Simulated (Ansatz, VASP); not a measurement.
Two plane-wave programs on GdN

INCAR

```
PREC = Accurate
ENCUT = 520
EDIFF = 1E-7
ISMEAR = 0
SIGMA = 0.1
LREAL = False
LASPH = True
NELM = 150
ALGO = Normal
ISIF = 2
LWAVE = False
LCHARG = False
ISPIN = 2
MAGMOM = 7 0
LORBIT = 11
LMAXMIX = 6
GGA = PE
NBANDS = 22
```

File KPOINTS:

```
Automatic mesh
0
Gamma
  6 6 4
```

POSCAR

```
GdN
1.0
    3.2520313600      0.0000000000      0.0000000000
   -1.6260156800      2.8163417700      0.0000000000
    0.0000000000      0.0000000000      5.1704812800
Gd N
1 1
Direct
    0.3333333300      0.6666666700      0.5000000000
    0.0000000000      0.0000000000      0.0000000000
```

Input for Ansatz:

```yaml
crystal:
  lattice:
    - [3.25203136, 0.0, 0.0]
    - [-1.62601568, 2.81634177, 0.0]
    - [0.0, 0.0, 5.17048128]
  atoms:
    - { symbol: Gd, position: [0.33333333, 0.66666667, 0.5], spin: 7.0 }
    - { symbol: "N", position: [0.0, 0.0, 0.0] }
basis:
  ecutwfc: 420
kpoints:
  mp_grid: { grid: [6, 6, 4] }
hamiltonian:
  xc: pbe
scf:
  occupations: { method: gaussian, width: 0.1 }
  lower_state_search: "off"
output:
  forces: true
  stress: true
  eigenvalues: true
  populations: true
magnetization:
  spin_polarized: true
```

Change from the starting cell: species swapped into the PrHo type (P-6m2, No. 187).

Alike in both runs: task single point; functional PBE; k mesh 6 × 6 × 4; occupations gaussian, width 0.1 eV; collinear spin.

|  | VASP | Ansatz |
| --- | --- | --- |
| version | VASP 6.6.1 | Ansatz 0.2.0 |
| potentials or method | VASP PAW PBE potentials, release 64 (Gd, N), cutoff 520 eV | scalar-relativistic, plane waves, PAW |
| valence electrons in the cell | 23 | 23 |

VASP gave:

```
gap on the k mesh at the Fermi level (eV)                     : none
pressure (GPa)                                                : -12.5
traceless stress, the component that is largest in VASP (GPa) : -27.50
net moment per atom (μB)                                      : 3.78
size of the moment on the site where the two differ most (μB) : 7.00
```

Problem. Which values does Ansatz return?

Solution. gap on the k mesh at the Fermi level (eV): none; pressure (GPa): -12.5; traceless stress, the component that is largest in VASP (GPa): -27.52; net moment per atom (μB): 3.78; size of the moment on the site where the two differ most (μB): 7.27.

Site moments also hang on the region over which each program counts them. A gap of «none» marks a metal or a gap that the smearing closes. Ansatz's warnings: negative dielectric reading.

The k mesh is coarse, so the values compare programs but aren't converged. Spin-orbit coupling is off throughout.
